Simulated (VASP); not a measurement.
Write the native input for VASP 6.6.1 that does the following.

| Property | Result |
| --- | --- |
| Task | relaxation of cell and atoms |
| Functional | PBEsol |
| Potentials or basis | VASP PAW PBE potentials, release 64 (Zr_sv) |
| Cutoff | 600 eV |
| k mesh | 9 × 9 × 5 |
| Occupations | fermi-dirac, width 0.05 eV |
| Spin | no spin polarisation |
| Target pressure | 30 GPa |
| Dipole correction | no |
| Further INCAR settings | ALGO = Normal; EDIFF = 1e-07; IBRION = 2; EDIFFG = -0.01; NSW = 60; ISIF = 3 |

The structure of Zr lies in POSCAR:

```
Zr
1.0
    3.2320000000      0.0000000000      0.0000000000
   -1.6160000000      2.7989941050      0.0000000000
    0.0000000000      0.0000000000      5.1470000000
Zr
2
Direct
    0.6666666667      0.3333333333      0.7500000000
    0.3333333333      0.6666666667      0.2500000000
```

One way to write it, as run:

INCAR

```
SYSTEM = Zr
ALGO = Normal
EDIFF = 1E-7
EDIFFG = -0.01
ENCUT = 600
GGA = PS
IBRION = 2
ISIF = 3
ISMEAR = -1
LASPH = .True.
LCHARG = .False.
LREAL = .False.
LWAVE = .False.
NELM = 80
NSW = 60
PREC = Accurate
PSTRESS = 300.0
SIGMA = 0.05
```

KPOINTS

```
k-points
0
Gamma
  9 9 5
  0 0 0
```

Potentials or basis: VASP PAW PBE potentials, release 64 (Zr_sv).

Run with:

```sh
$ cat potpaw_PBE.64/Zr_sv/POTCAR > POTCAR
$ mpirun -np 1 vasp_std > vasp.out
```

Results of the run:

* Relaxed volume: 18.12 Å³/atom
* Relaxed cell: a = 2.933 Å, b = 2.933 Å, c = 4.864 Å, α = 90.00°, β = 90.00°, γ = 120.00°
* Space group after relaxing (to 0.1 Å): P6_3/mmc (No. 194)
* Energy change on relaxing (the run minimises the enthalpy): +339.9 meV/atom
* Ionic steps: 10
* Pressure after relaxing: 30.0 GPa
* Band gap on the k mesh: zero (bands 12 and 13 overlap by 1.16 eV)

Caveat: the cell is relaxed towards a set pressure, so the run minimises the enthalpy, not the energy; the volume moved by over 15 % at a fixed basis, so the end points are rough; the PAW data sets were made with another functional, which shifts forces and pressure a little.

It took 5.6 min on 1 thread of Intel Xeon 8259CL, with other jobs on the host, peak memory 0.21 GiB.
